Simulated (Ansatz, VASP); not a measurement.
Si2C in VASP and in Ansatz

Contents of INCAR:

```
  PREC = Accurate
  ENCUT = 520
  EDIFF = 1E-6
  ISMEAR = 0
  SIGMA = 0.1
  LREAL = F
  LASPH = T
  NELM = 150
  ALGO = Normal
  ISIF = 2
  LWAVE = F
  LCHARG = F
  ISPIN = 2
  MAGMOM = 0 0 0 0 1 1
  LORBIT = 11
  GGA = PE
  NBANDS = 25
```

KPOINTS

```
Automatic mesh
0
Gamma
  6 6 2
```

Contents of POSCAR:

```
Si2C
1.0
    2.9306235838      0.0000000000      0.0000000000
   -1.4653117919      2.5379944725      0.0000000000
    0.0000000000      0.0000000000      8.8170599437
Si C
4 2
Direct
    0.3333333333      0.6666666667      0.6128447851
    0.6666666667      0.3333333333      0.1128447851
    0.3333333333      0.6666666667      0.8871552149
    0.6666666667      0.3333333333      0.3871552149
    0.3333333333      0.6666666667      0.2500000000
    0.6666666667      0.3333333333      0.7500000000
```

Input for Ansatz:

```yaml
crystal:
  lattice:
    - [2.9306235838, 0.0, 0.0]
    - [-1.4653117919, 2.5379944725, 0.0]
    - [0.0, 0.0, 8.8170599437]
  atoms:
    - { symbol: Si, position: [0.3333333333, 0.6666666667, 0.6128447851] }
    - { symbol: Si, position: [0.6666666667, 0.3333333333, 0.1128447851] }
    - { symbol: Si, position: [0.3333333333, 0.6666666667, 0.8871552149] }
    - { symbol: Si, position: [0.6666666667, 0.3333333333, 0.3871552149] }
    - { symbol: C, position: [0.3333333333, 0.6666666667, 0.25], spin: 1.0 }
    - { symbol: C, position: [0.6666666667, 0.3333333333, 0.75], spin: 1.0 }
basis:
  ecutwfc: 420
kpoints:
  mp_grid: { grid: [6, 6, 2] }
hamiltonian:
  xc: pbe
scf:
  occupations: { method: gaussian, width: 0.1 }
  lower_state_search: "off"
output:
  forces: true
  stress: true
  eigenvalues: true
  populations: true
magnetization:
  spin_polarized: true
```

Change from the starting cell: species swapped into the WSe2 type (P6_3/mmc, No. 194).

Alike in both runs: task single point; functional PBE; k mesh 6 × 6 × 2; occupations gaussian, width 0.1 eV; collinear spin.

|  | VASP | Ansatz |
| --- | --- | --- |
| version | VASP 6.6.1 | Ansatz 0.2.0 |
| potentials or method | VASP PAW PBE potentials, release 64 (Si, C), cutoff 520 eV | scalar-relativistic, plane waves, PAW |
| valence electrons in the cell | 24 | 24 |

VASP gave:

```
gap on the k mesh at the Fermi level (eV)                     : none
pressure (GPa)                                                : 0.1
traceless stress, the component that is largest in VASP (GPa) : -0.19
rms of the force components (eV/Å)                            : 0.008
net moment per atom (μB)                                      : 0.00
```

Q: What did Ansatz give for the same quantities?

A: gap on the k mesh at the Fermi level (eV): none; pressure (GPa): 0.1; traceless stress, the component that is largest in VASP (GPa): 0.00; rms of the force components (eV/Å): 0.003; net moment per atom (μB): 0.00.

Atom by atom the forces differ by 0.011 eV/Å (rms over components). A gap of «none» marks a metal or a gap that the smearing closes. The functional is the same, so the differences come from potentials, cutoffs and numerics. Ansatz's warnings: seeded moment not kept.

The k mesh is coarse, so the values compare programs but aren't converged.
